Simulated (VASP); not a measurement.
## AlB2As3: relaxation of cell and atoms with PBE

Crystal: AlB2As3.

```
CELL_PARAMETERS angstrom
3.63648 0.00000 0.00000
-1.81824 3.14929 0.00000
0.00000 0.00000 17.92933
ATOMIC_POSITIONS crystal
Al 0.33333 0.66667 0.00023
Al 0.66667 0.33333 0.50023
B 0.33333 0.66667 0.33356
B 0.33333 0.66667 0.66689
B 0.66667 0.33333 0.16689
B 0.66667 0.33333 0.83356
As 0.33333 0.66667 0.12511
As 0.33333 0.66667 0.45844
As 0.33333 0.66667 0.79177
As 0.66667 0.33333 0.29177
As 0.66667 0.33333 0.62511
As 0.66667 0.33333 0.95844
```

| Quantity | Value |
| --- | --- |
| Program | VASP 6.6.1 |
| Task | relaxation of cell and atoms |
| Functional | PBE |
| Potentials or basis | VASP PAW PBE potentials, release 64 (Al, B, As) |
| Cutoff | 600 eV |
| k mesh | 6 × 6 × 1 |
| Occupations | gaussian, width 0.1 eV |
| Spin | no spin polarisation |
| Dipole correction | no |
| Further INCAR settings | ALGO = Normal; EDIFF = 1e-07; IBRION = 2; EDIFFG = -0.04; NSW = 90; ISIF = 3 |

```
Relaxed volume                        : 16.93 Å³/atom
Relaxed cell                          : a = 3.584 Å, b = 3.584 Å, c = 18.269 Å, α = 90.00°, β = 90.00°, γ = 120.00°
Space group after relaxing (to 0.1 Å) : P6_3mc (No. 186)
Energy gained by relaxing             : 168.0 meV/atom
Ionic steps                           : 10
Pressure after relaxing               : 0.0 GPa
Largest force after relaxing          : 0.015 eV/Å
Band gap on the k mesh                : 0.15 eV (least direct gap 0.41 eV)
```

Forces on the atoms (eV/Å):
```
Al   0.000  0.000  0.009
Al   0.000  0.000  0.009
B    0.000  0.000 -0.015
B    0.000  0.000 -0.005
B    0.000  0.000 -0.005
B    0.000  0.000 -0.015
As   0.000  0.000  0.010
As   0.000  0.000 -0.005
As   0.000  0.000  0.006
As   0.000  0.000  0.006
As   0.000  0.000  0.010
As   0.000  0.000 -0.005
```

Step by step:
```tsv
step	energy change (eV)	largest force (eV/Å)	pressure (GPa)	volume (Å³)
1	0.0000	3.8200	2.97	205.33
2	-1.4114	1.3047	-3.66	214.90
3	-1.4162	1.3588	-3.96	215.52
4	-1.8761	0.9819	0.04	204.34
5	-1.8868	1.0393	0.87	202.48
6	-2.0000	0.2830	0.82	201.43
7	-2.0103	0.1726	0.78	201.68
8	-2.0149	0.0673	-0.42	204.04
9	-2.0161	0.0544	-0.05	203.29
10	-2.0164	0.0148	0.01	203.22
```

Final structure:
```yaml
crystal:
  lattice:
    - [3.58391, 0.00000, 0.00000]
    - [-1.79195, 3.10376, 0.00000]
    - [0.00000, 0.00000, 18.26901]
  atoms:
    - { symbol: Al, position: [0.33333, 0.66667, 0.00199] }
    - { symbol: Al, position: [0.66667, 0.33333, 0.50199] }
    - { symbol: B, position: [0.33333, 0.66667, 0.32755] }
    - { symbol: B, position: [0.33333, 0.66667, 0.67527] }
    - { symbol: B, position: [0.66667, 0.33333, 0.17527] }
    - { symbol: B, position: [0.66667, 0.33333, 0.82755] }
    - { symbol: As, position: [0.33333, 0.66667, 0.13816] }
    - { symbol: As, position: [0.33333, 0.66667, 0.44211] }
    - { symbol: As, position: [0.33333, 0.66667, 0.79091] }
    - { symbol: As, position: [0.66667, 0.33333, 0.29091] }
    - { symbol: As, position: [0.66667, 0.33333, 0.63816] }
    - { symbol: As, position: [0.66667, 0.33333, 0.94211] }
```

Levels at points of the mesh, in eV from the valence-band top:
```tsv
k point	band 21	band 22	band 23	band 24	band 25	band 26	band 27	band 28
(0.00, 0.00, 0.00)	-0.13	-0.13	0.00	0.00	0.41	0.47	0.98	1.53
(0.50, 0.00, 0.00)	-3.33	-2.98	-1.78	-1.61	0.21	0.32	0.40	1.08
```

Wall time 17 min on 1 thread of Intel Xeon 8259CL (shared host), peak memory 0.4 GiB.

Caveat: an odd mesh through Γ misses points on the zone boundary, where band edges can lie.
